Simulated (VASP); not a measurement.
CuO:

```xyz
4
Lattice="2.3727 -1.7338 0.0000 2.3727 1.7338 0.0000 -0.8612 0.0000 5.1244" Properties=species:S:1:pos:R:3 pbc="T T T"
Cu    0.7557   -0.8669    2.5622
Cu    1.1863    0.8669    0.0000
O     1.7268    0.2830    3.8433
O     2.1574   -0.2830    1.2811
```

Base run:

| Item | Value |
| --- | --- |
| Program | VASP 6.6.1 |
| Functional | r2SCAN |
| Potentials or basis | VASP PAW PBE potentials, release 64 (Cu, O) |
| Cutoff | 520 eV |
| k mesh | 10 × 10 × 5 |
| Occupations | fermi-dirac, width 0.05 eV |
| Spin | no spin polarisation |

Its results: band gap on the k mesh zero (bands 17 and 18 overlap by 0.59 eV); pressure -7.0 GPa; largest force 0.362 eV/Å.

**Question.** The run is repeated on the same cell with these changes: functional from r2SCAN to PBE. What comes out?

**Answer.** Band gap on the k mesh zero (bands 17 and 18 overlap by 0.60 eV); pressure -0.4 GPa; largest force 0.337 eV/Å.

Caveats: semilocal functionals often make such compounds metallic where correlation or magnetic order opens a gap, which also shifts bond lengths; the cell stands under tension (at least some runs); the PAW data sets were made with another functional, which shifts forces and pressure a little (at least some runs).
